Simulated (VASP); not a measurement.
# TiC in VASP: a series of runs

TiC is run at these levels: PBE; tasks: single point.

Program: VASP 6.6.1. These are calculated values, not measurements. Logs are shortened: lines on timing, memory, paths and dates and some standing lists are left out, and cuts for length are marked.

**1. The cell of the first run**

The cell holds a disordered packing, 18 atoms: a = 5.950 Å, b = 5.641 Å, c = 5.900 Å, α = 89.47°, β = 90.90°, γ = 86.68°.

**2. Single point, PBE**

INCAR reads:

```
SYSTEM = TiC
ALGO = Normal
EDIFF = 1E-6
ENCUT = 520
GGA = PE
GGA_COMPAT = .FALSE.
ISIF = 2
ISMEAR = -1
ISYM = 0
LASPH = .TRUE.
LCHARG = .FALSE.
LREAL = .FALSE.
LWAVE = .FALSE.
NBANDS = 87
NELM = 120
PREC = Accurate
SIGMA = 0.05
```

KPOINTS reads:

```
Automatic mesh
0
Gamma
  1 1 1
  0.25 0.25 0.25
```

POSCAR reads:

```
TiC
1.0
    5.9470330000      0.1677040000     -0.0467090000
    0.1677040000      5.6385680000      0.0272880000
   -0.0467090000      0.0272880000      5.8999950000
Ti C
9 9
Direct
    0.5281467880      0.5919513916      0.1967713598
    0.6434517101      0.6903169161      0.6677184672
    0.2879184919      0.0827103477      0.1776237751
    0.7734082426     -0.0156470036      0.2667853280
    0.9623454993      0.3310520398      0.4911086277
    0.0657867605      0.6272411310      0.0631972871
    0.4223526095      0.1729888168      0.6776814471
    0.9140547588      1.0395687707      0.8099221832
    0.1792356083      0.7375663114      0.5552869463
    0.3001358699      0.4112155057      0.3797428299
    0.9610489832      0.2633343756      0.0806749444
    0.5671175504      0.9233977930      0.9643385824
    0.4497519179      0.8977333714      0.4318434362
    0.8554685520      0.6614419089      0.3726297486
    0.3539213464      0.8190951609      0.9032619254
    0.7424600711      0.3617628459      0.9705757010
    0.7136580551      0.3360439038      0.7323837203
    0.1503982439      0.3105469575      0.8878435907
```

Potentials or basis: VASP PAW PBE potentials, release 64 (Ti_sv, C).

Launch:

```sh
cat potpaw_PBE.64/Ti_sv/POTCAR potpaw_PBE.64/C/POTCAR > POTCAR
mpirun -np 1 vasp_std > vasp.out
```

OUTCAR:

```text
SYSTEM = TiC
   EDIFF = 1E-6
   ENCUT = 520
   GGA = PE
   ISIF = 2
   ISMEAR = -1
   ISYM = 0
   LASPH = .TRUE.
   LREAL = .FALSE.
   NELM = 120
   PREC = Accurate

 ion  position               nearest neighbor table
   1  0.528  0.592  0.197-  10 2.06  16 2.23  14 2.25  13 2.26  12 2.33  15 2.34   4 2.75   6 2.84
                             2 2.92
   2  0.643  0.690  0.668-  17 2.05  13 2.10  14 2.17  12 2.24  15 2.32   8 2.74   9 2.83   5 2.91
                             1 2.92
   3  0.288  0.083  0.178-  13 2.02  11 2.21  10 2.22  15 2.23  18 2.24  12 2.25
   4  0.773  0.984  0.267-  14 1.95  12 2.19  13 2.25  11 2.27   5 2.66   1 2.75   8 2.85   6 2.87

   5  0.962  0.331  0.491-  14 2.05  17 2.07  10 2.19  11 2.46   8 2.52   4 2.66   9 2.72   2 2.91

   6  0.066  0.627  0.063-  18 2.11  11 2.18  14 2.23  15 2.29   1 2.84   8 2.85   4 2.87
   7  0.422  0.173  0.678-  17 2.03  13 2.14  18 2.17  10 2.29  12 2.31  15 2.45
   8  0.914  0.040  0.810-  17 2.04  11 2.07  18 2.18  16 2.26  12 2.39   5 2.52   9 2.73   2 2.74
                             6 2.85   4 2.85
   9  0.179  0.738  0.555-  13 2.03  10 2.21  14 2.26  15 2.35   5 2.72   8 2.73   2 2.83
  10  0.300  0.411  0.380-   1 2.06   5 2.19   9 2.21   3 2.22   7 2.29
  11  0.961  0.263  0.081-  16 1.52  18 1.64   8 2.07   6 2.18   3 2.21   4 2.27   5 2.46
  12  0.567  0.923  0.964-  15 1.47   4 2.19   2 2.24   3 2.25   7 2.31   1 2.33   8 2.39
  13  0.450  0.898  0.432-   3 2.02   9 2.03   2 2.10   7 2.14   4 2.25   1 2.26
  14  0.855  0.661  0.373-   4 1.95   5 2.05   2 2.17   6 2.23   1 2.25   9 2.26
  15  0.354  0.819  0.903-  12 1.47   3 2.23   6 2.29   2 2.32   1 2.34   9 2.35   7 2.45
  16  0.742  0.362  0.971-  17 1.42  11 1.52   1 2.23   8 2.26
  17  0.714  0.336  0.732-  16 1.42   7 2.03   8 2.04   2 2.05   5 2.07
  18  0.150  0.311  0.888-  11 1.64   6 2.11   7 2.17   8 2.18   3 2.24

IMPORTANT INFORMATION: All symmetrisations will be switched off!
NOSYMM: (Re-)initialisation of all symmetry stuff for point group C_1.

----------------------------------------------------------------------------------------

                                     Primitive cell

  volume of cell :     197.6600

  direct lattice vectors                    reciprocal lattice vectors
     5.947033000  0.167704000 -0.046709000     0.168303068 -0.005012281  0.001355602
     0.167704000  5.638568000  0.027288000    -0.005012281  0.177503236 -0.000860649
    -0.046709000  0.027288000  5.899995000     0.001355602 -0.000860649  0.169506382

  length of vectors
     5.949580478  5.641127401  5.900242992     0.168383144  0.177576075  0.169513987

  position of ions in fractional coordinates (direct lattice)
     0.528146788  0.591951392  0.196771360
     0.643451710  0.690316916  0.667718467
     0.287918492  0.082710348  0.177623775
     0.773408243  0.984352996  0.266785328
     0.962345499  0.331052040  0.491108628
     0.065786761  0.627241131  0.063197287
     0.422352610  0.172988817  0.677681447
     0.914054759  0.039568771  0.809922183
     0.179235608  0.737566311  0.555286946
     0.300135870  0.411215506  0.379742830
     0.961048983  0.263334376  0.080674944
     0.567117550  0.923397793  0.964338582
     0.449751918  0.897733371  0.431843436
     0.855468552  0.661441909  0.372629749
     0.353921346  0.819095161  0.903261925
     0.742460071  0.361762846  0.970575701
     0.713658055  0.336043904  0.732383720
     0.150398244  0.310546958  0.887843591

  ion indices of the primitive-cell ions
   primitive index   ion index
                 1           1
                 2           2
                 3           3
                 4           4
                 5           5
                 6           6
                 7           7
                 8           8
                 9           9
                10          10
                11          11
                12          12
                13          13
                14          14
                15          15
                16          16
                17          17
                18          18

----------------------------------------------------------------------------------------

 KPOINTS: Automatic mesh

Automatic generation of k-mesh.
 Grid dimensions read from file:
 generate k-points for:    1    1    1

 Generating k-lattice:

  Cartesian coordinates                     Fractional coordinates (reciprocal lattice)
     0.168303068 -0.005012281  0.001355602     1.000000000 -0.000000000  0.000000000
    -0.005012281  0.177503236 -0.000860649    -0.000000000  1.000000000  0.000000000
     0.001355602 -0.000860649  0.169506382     0.000000000 -0.000000000  1.000000000

  Length of vectors
     0.168383144  0.177576075  0.169513987

  Shift w.r.t. Gamma in fractional coordinates (k-lattice)
     0.250000000  0.250000000  0.250000000

 Subroutine IBZKPT returns following result:
 ===========================================

 Found      1 irreducible k-points:

 Following reciprocal coordinates:
            Coordinates               Weight
  0.250000  0.250000  0.250000      2.000000
   k-points           NKPTS =      1   k-points in BZ     NKDIM =      1   number of bands    NBANDS=     87
   number of dos      NEDOS =    301   number of ions     NIONS =     18
   total plane-waves  NPLWV =  96768
   dimension x,y,z NGX =    48 NGY =   42 NGZ =   48
   dimension x,y,z NGXF=    96 NGYF=   84 NGZF=   96
   ions per type =               9   9
   NGX,Y,Z   is equivalent  to a cutoff of  13.41, 12.38, 13.52 a.u.
   NGXF,Y,Z  is equivalent  to a cutoff of  26.82, 24.76, 27.05 a.u.
 SYSTEM =  TiC
   PREC   = accura    normal or accurate (medium, high low for compatibility)
   ISTART =      0    job   : 0-new  1-cont  2-samecut
   ICHARG =      2    charge: 1-file 2-atom 10-const
   ISPIN  =      1    spin polarized calculation?
   LNONCOLLINEAR =      F non collinear calculations
   LSORBIT =      F    spin-orbit coupling
   LASPH  =      T    aspherical Exc in radial PAW
   ENCUT  =  520.0 eV  38.22 Ry    6.18 a.u.  11.06 10.49 10.97*2*pi/ulx,y,z
   NELM   =    120;   NELMIN=  2; NELMDL= -5     # of ELM steps
   EDIFF  = 0.1E-05   stopping-criterion for ELM
   LREAL  =      F    real-space projection
   EDIFFG = 0.1E-04   stopping-criterion for IOM
   NSW    =      0    number of steps for IOM
   IBRION =     -1    ionic relax: 0-MD 1-quasi-New 2-CG
   NFREE  =      0    steps in history (QN), initial steepest desc. (CG)
   ISIF   =      2    stress and relaxation
   ISYM   =      0    0-nonsym 1-usesym 2-fastsym
   POTIM  = 0.5000    time-step for ionic-motion
   TEBEG  =    0.0;   TEEND  =   0.0 temperature during run
   PSTRESS=    0.0 pullay stress
   NELECT =     144.0000    total number of electrons
   NUPDOWN=      -1.0000    fix difference up-down
   EMIN   =  10.00;   EMAX   =-10.00  energy-range for DOS
   EFERMI =   0.00;   METHOD = LEGACY
   ISMEAR =    -1;   SIGMA  =   0.05  broadening in eV -4-tet -1-fermi 0-gaus
   EFERMI_NEDOS =   21; number of points for ismear=-14 and -15
   IALGO  =     38    algorithm
   IMIX   =      4    mixing-type and parameters
     AMIX     =   0.40;   BMIX     =  1.00
     AMIX_MAG =   1.60;   BMIX_MAG =  1.00
  volume/ion in A,a.u.               =      10.98        74.10
  Fermi-wavevector in a.u.,A,eV,Ry     =   1.473068  2.783695 29.523676  2.169929
  Thomas-Fermi vector in A             =   2.588006
   LORBIT       =      0    0 simple, 1 ext, 2 COOP (PROOUT), +10 PAW based schemes
   GGA     = PE    functional components
   LHFCALC =     F    Hartree Fock is set to
   AEXX    =    0.0000 exact exchange contribution
   IVDW    =     0    specifies the selected vdW correction
   LEPSILON=     F    determine dielectric tensor
   LRPA    =     F    only Hartree local field effects (RPA)
 non-spin polarized calculation
  energy-cutoff  :      520.00
  volume of cell :      197.66
 maximum number of plane-waves:      5313
 NGX is ok and might be reduce to    48
   NGX = 23   NGY = 21   NGZ = 21

 number of electron     144.0000003 magnetization

 Free energy of the ion-electron system (eV)
  ---------------------------------------------------
  ext. energy  EPLUGINS =         0.00000000
  ---------------------------------------------------
  free energy    TOTEN  =      -157.22898062 eV

  energy without entropy =     -157.20589312  energy(sigma->0) =     -157.21743687

 E-fermi :   8.9542     XC(G=0): -12.1792

 val. band max:        8.7678671744   @ k =   0.2500   0.2500   0.2500
 cond. band min:       9.1394730838   @ k =   0.2500   0.2500   0.2500
 fundamental gap:      0.3716059093
 Fermi energy:         8.9542453030

 k-point     1 :       0.2500    0.2500    0.2500
  band No.  band energies     occupation
      1     -48.2131      2.00000
      2     -48.0138      2.00000
      3     -47.9834      2.00000
      4     -47.9335      2.00000
      5     -47.7842      2.00000
      6     -47.7196      2.00000
      7     -47.5602      2.00000
      8     -47.4229      2.00000
      9     -47.3716      2.00000
     10     -24.5616      2.00000
     11     -24.5269      2.00000
     12     -24.4989      2.00000
     13     -24.4613      2.00000
     14     -24.4570      2.00000
     15     -24.3841      2.00000
     16     -24.3394      2.00000
     17     -24.2922      2.00000
     18     -24.2629      2.00000
     19     -24.2493      2.00000
     20     -24.2101      2.00000
     21     -24.1668      2.00000
     22     -24.1525      2.00000
     23     -24.1105      2.00000
     24     -24.0993      2.00000
     25     -24.0796      2.00000
     26     -24.0553      2.00000
     27     -23.9852      2.00000
     28     -23.9649      2.00000
     29     -23.8993      2.00000
     30     -23.8506      2.00000
     31     -23.7716      2.00000
     32     -23.7512      2.00000
     33     -23.7350      2.00000
     34     -23.6762      2.00000
     35     -23.4789      2.00000
     36     -23.3288      2.00000
     37      -7.1840      2.00000
     38      -5.5637      2.00000
     39      -4.1058      2.00000
     40      -1.8097      2.00000
     41      -1.4163      2.00000
     42      -0.9276      2.00000
     43      -0.7463      2.00000
     44       0.8532      2.00000
     45       1.8262      2.00000
     46       2.5293      2.00000
     47       2.8428      2.00000
     48       3.2917      2.00000
     49       3.6884      2.00000
     50       4.1234      2.00000
     51       4.5179      2.00000
     52       4.7256      2.00000
     53       4.9685      2.00000
     54       5.1539      2.00000
     55       5.3388      2.00000
     56       5.4377      2.00000
     57       5.6820      2.00000
     58       5.8673      2.00000
     59       6.0076      2.00000
     60       6.2295      2.00000
     61       6.3336      2.00000
     62       6.5899      2.00000
     63       6.8719      2.00000
     64       7.1635      2.00000
     65       7.2573      2.00000
     66       7.4712      2.00000
     67       7.6361      2.00000
     68       8.1344      2.00000
     69       8.3310      1.99999
     70       8.4251      1.99995
     71       8.5827      1.99882
     72       8.7679      1.95303
     73       9.1395      0.04804
     74       9.4223      0.00017
     75       9.6055      0.00000
     76       9.7641      0.00000
     77       9.9387      0.00000
     78      10.1464      0.00000
     79      10.2519      0.00000
     80      10.4226      0.00000
     81      10.5445      0.00000
     82      10.6593      0.00000
     83      10.7944      0.00000
     84      10.9525      0.00000
 [bands above 84 left out]

------------------------ aborting loop because EDIFF is reached ----------------------------------------

  FORCE on cell =-STRESS in cart. coord.  units (eV):
  Direction    XX          YY          ZZ          XY          YZ          ZX
  --------------------------------------------------------------------------------------
  -------------------------------------------------------------------------------------
  Total       -5.7231002     13.7721014     -5.1745099      2.4886582      3.3685649      1.3732553
  in kB      -46.3898771    111.6328680    -41.9431544     20.1723795     27.3046613     11.1312296
  external PRESSURE =       7.7666122 kB  Pullay stress =       0.0000000 kB

 VOLUME and BASIS-vectors are now :
 -----------------------------------------------------------------------------
  energy-cutoff  :      520.00
  volume of cell :      197.66
      direct lattice vectors                 reciprocal lattice vectors
     5.947033000  0.167704000 -0.046709000     0.168303068 -0.005012281  0.001355602
     0.167704000  5.638568000  0.027288000    -0.005012281  0.177503236 -0.000860649
    -0.046709000  0.027288000  5.899995000     0.001355602 -0.000860649  0.169506382

 POSITION                                       TOTAL-FORCE (eV/Angst)
 -----------------------------------------------------------------------------------
      3.23099      3.43170      1.15243         0.298862      0.208054     -0.400123
      3.91121      4.01853      3.92832         0.199034     -0.354668     -0.039841
      1.71783      0.51950      1.03679         0.000719      1.116077      0.328183
      4.75210      5.68733      1.56477        -0.616828      0.552077     -0.297556
      5.75568      2.04145      2.86162         0.752981      1.278091     -1.246586
      0.49348      3.54950      0.38691         0.074214     -0.446604      0.601717
      2.50910      1.06473      3.98331        -1.039057      0.169934      0.268121
      5.40472      0.39850      4.73692        -0.189671     -1.214930      1.165736
      1.16368      4.20403      3.28795         0.128790     -0.652558     -0.774278
      1.83614      2.37936      2.23768        -0.083939     -0.081621      0.147801
      5.75578      1.64820      0.43828        -0.230999      1.066191     -0.759470
      3.48248      5.32806      5.68830         0.172192     -0.280623     -0.685980
      2.80507      5.14914      2.55136         0.334710     -0.196847     -0.304093
      5.18102      3.88322      2.17660         0.546701     -0.730213      0.426730
      2.19996      4.70253      5.33506        -0.222847     -1.089667      0.200421
      4.43077      2.19082      5.70158         0.274726      0.110146      1.725047
      4.26630      2.03447      4.29690         0.263565      0.779179     -0.213556
      0.90503      1.80049      5.23972        -0.663152     -0.232016     -0.142273
 -----------------------------------------------------------------------------------
    total drift:                               -0.000617     -0.000283     -0.000671

  FREE ENERGIE OF THE ION-ELECTRON SYSTEM (eV)
  ---------------------------------------------------
  free  energy   TOTEN  =      -157.2289806190 eV

  energy  without entropy=     -157.2058931184  energy(sigma->0) =     -157.21743687
```

It took 88 s on 1 thread of AMD EPYC 7R43 (Zen 3), shared host; peak memory 0.25 GiB.

Results:

```yaml
Free_energy: -157.2290 eV
Pressure: 0.8 GPa
Largest_force: 1.938 eV/Å
```

Forces in eV/Å, atoms in the order of the input:
```
Ti   0.299  0.208 -0.400
Ti   0.199 -0.355 -0.040
Ti   0.001  1.116  0.328
Ti  -0.617  0.552 -0.298
Ti   0.753  1.278 -1.247
Ti   0.074 -0.447  0.602
Ti  -1.039  0.170  0.268
Ti  -0.190 -1.215  1.166
Ti   0.129 -0.653 -0.774
C   -0.084 -0.082  0.148
C   -0.231  1.066 -0.759
C    0.172 -0.281 -0.686
C    0.335 -0.197 -0.304
C    0.547 -0.730  0.427
C   -0.223 -1.090  0.200
C    0.275  0.110  1.725
C    0.264  0.779 -0.214
C   -0.663 -0.232 -0.142
```

Stress tensor (GPa, compression positive):
```
-4.64  2.02  1.11
 2.02 11.16  2.73
 1.11  2.73 -4.19
```

Caveat: the k points lie up to 1.12 Å⁻¹ apart, too coarse for converged energies, forces and pressures; the atoms stand as in a frame of molecular dynamics.

(Part 1 of 2 ends here.)
